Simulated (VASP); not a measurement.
Write the native input for VASP 6.6.1 that does the following.

- Task: single point
- Functional: r2SCAN
- Potentials or basis: VASP PAW PBE potentials, release 64 (K_sv, Cl)
- Cutoff: 520 eV
- k mesh: 6 × 6 × 6
- Occupations: gaussian, width 0.02 eV
- Spin: no spin polarisation
- Dipole correction: no
- Further INCAR settings: ALGO = Normal; EDIFF = 1e-06; NBANDS = 15

Crystal: KCl.

```
K Cl
1.0
     3.77122    0.00000    0.00000
     0.00000    3.77122    0.00000
     0.00000    0.00000    3.77122
K Cl
1 1
Cartesian
  0.0000 0.0000 0.0000
  1.8856 1.8856 1.8856
```

The input as run:

POSCAR

```
KCl
1.0
    3.7712226032      0.0000000000      0.0000000000
    0.0000000000      3.7712226032      0.0000000000
    0.0000000000      0.0000000000      3.7712226032
K Cl
1 1
Direct
    0.0000000000      0.0000000000      0.0000000000
    0.5000000000      0.5000000000      0.5000000000
```

INCAR.step1

```
  PREC = Accurate
  ENCUT = 520
  ISMEAR = 0
  SIGMA = 0.02
  LREAL = False
  LASPH = True
  NELM = 100
  NBANDS = 15
  GGA = PE
  ALGO = Normal
  EDIFF = 1E-4
  LWAVE = True
  LCHARG = False
```

INCAR.step2

```
  PREC = Accurate
  ENCUT = 520
  EDIFF = 1E-6
  ISMEAR = 0
  SIGMA = 0.02
  LREAL = False
  LASPH = True
  NELM = 100
  ALGO = Normal
  ISIF = 2
  LWAVE = False
  LCHARG = False
  METAGGA = R2SCAN
  LMIXTAU = True
  NBANDS = 15
  ISTART = 1
```

KPOINTS

```
Automatic mesh
0
Gamma
  6 6 6
```

Potentials or basis: VASP PAW PBE potentials, release 64 (K_sv, Cl).

The run is started by

```sh
$ cat potpaw_PBE.64/K_sv/POTCAR potpaw_PBE.64/Cl/POTCAR > POTCAR
$ cp INCAR.step1 INCAR
$ mpirun -np 1 vasp_std > vasp.out
$ cp INCAR.step2 INCAR
$ mpirun -np 1 vasp_std > vasp.out
```

It gave:

```yaml
Pressure: 0.0 GPa
Band_gap_on_the_k_mesh: 5.81 eV (least direct gap 6.02 eV)
```

Caveat: the PAW data sets were made with another functional, which shifts forces and pressure a little.

Wall time 42 s on 1 thread of Oxide Virtual Turin-like Processor, on a shared host, peak memory 0.13 GiB.
